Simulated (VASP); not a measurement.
Crystal: Cd2S.

```
Cd S
1.0
     3.96267    0.00000    0.00000
    -1.98134    3.43177    0.00000
     0.00000    0.00000    5.80919
Cd S
2 1
Direct
  0.33333 0.66667 0.93272
  0.66667 0.33333 0.57873
  0.33333 0.66667 0.36571
```

Base run:

* Program: VASP 6.6.1
* Functional: r2SCAN-based global hybrid with 15 % exact exchange
* Potentials or basis: VASP PAW PBE potentials, release 64 (Cd, S)
* Cutoff: 520 eV
* k mesh: 5 × 5 × 3
* Occupations: fermi-dirac, width 0.05 eV
* Spin: no spin polarisation

Its results: band gap on the k mesh 1.68 eV (least direct gap 1.87 eV); pressure -2.0 GPa; largest force 0.104 eV/Å.

After a change of settings the same cell gave: band gap on the k mesh 0.50 eV (least direct gap 0.82 eV); pressure -2.9 GPa; largest force 0.100 eV/Å. Which change was it?
A. functional from r2SCAN-based global hybrid with 15 % exact exchange to r2SCAN-based global hybrid with 35 % exact exchange; share of exact exchange from 0.15 to 0.35
B. functional from r2SCAN-based global hybrid with 15 % exact exchange to r2SCAN-based global hybrid with 25 % exact exchange; share of exact exchange from 0.15 to 0.25
C. functional from r2SCAN-based global hybrid with 15 % exact exchange to PBEsol; k mesh from 5 × 5 × 3 to 7 × 7 × 4

C.

Caveats: the PAW data sets were made with another functional, which shifts forces and pressure a little; semilocal functionals underestimate gaps, and a narrow one can read as zero (at least some runs).
